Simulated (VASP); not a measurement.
Write the native input for VASP 6.6.1 that does the following.

```
Task                   : single point
Functional             : PBE
Potentials or basis    : VASP PAW PBE potentials, release 64 (Pd, Pt)
Cutoff                 : 520 eV
k mesh                 : 3 × 3 × 5
Occupations            : gaussian, width 0.2 eV
Spin                   : no spin polarisation
Dipole correction      : no
Further INCAR settings : ALGO = Normal; EDIFF = 1e-06; NBANDS = 33
```

The structure of Pd4Pt lies in POSCAR:

```
Pd4Pt
1.0
    3.6333966263     -4.5489251459      0.0000000000
    3.6333966263      4.5489251459      0.0000000000
    0.0000000000      0.0000000000      2.7047236119
Pd Pt
4 1
Direct
    0.7824314167      0.2175685833      0.5000000000
    0.1882974768      0.1882974768      0.0000000000
    0.8117025232      0.8117025232      0.0000000000
    0.2175685833      0.7824314167      0.5000000000
    0.5000000000      0.5000000000      0.5000000000
```

The cell was built from a structure type or drawn by symmetry, and may not be a known phase.

One way to write it, as run:

INCAR

```
ALGO = Normal
EDIFF = 1E-6
ENCUT = 520
GGA = PE
ISIF = 2
ISMEAR = 0
LASPH = T
LCHARG = F
LREAL = F
LWAVE = F
NBANDS = 33
NELM = 100
PREC = Accurate
SIGMA = 0.2
```

KPOINTS

```
k-points
0
Gamma
  3 3 5
```

Potentials or basis: VASP PAW PBE potentials, release 64 (Pd, Pt).

The run is started by

```sh
$ cat potpaw_PBE.64/Pd/POTCAR potpaw_PBE.64/Pt/POTCAR > POTCAR
$ mpirun -np 1 vasp_std > vasp.out
```

It gave:

```json
{
 "Pressure": "-0.3 GPa",
 "Band gap on the k mesh": "zero (bands 25 and 26 overlap by 0.57 eV)"
}
```

Caveat: the k points lie up to 0.46 Å⁻¹ apart, too coarse for converged energies and pressures of a metal; spin-orbit coupling is left out, which moves the levels of the heavy elements.

Wall time 50 s on 1 thread of Intel Xeon 8259CL (shared host), peak memory 0.21 GiB.
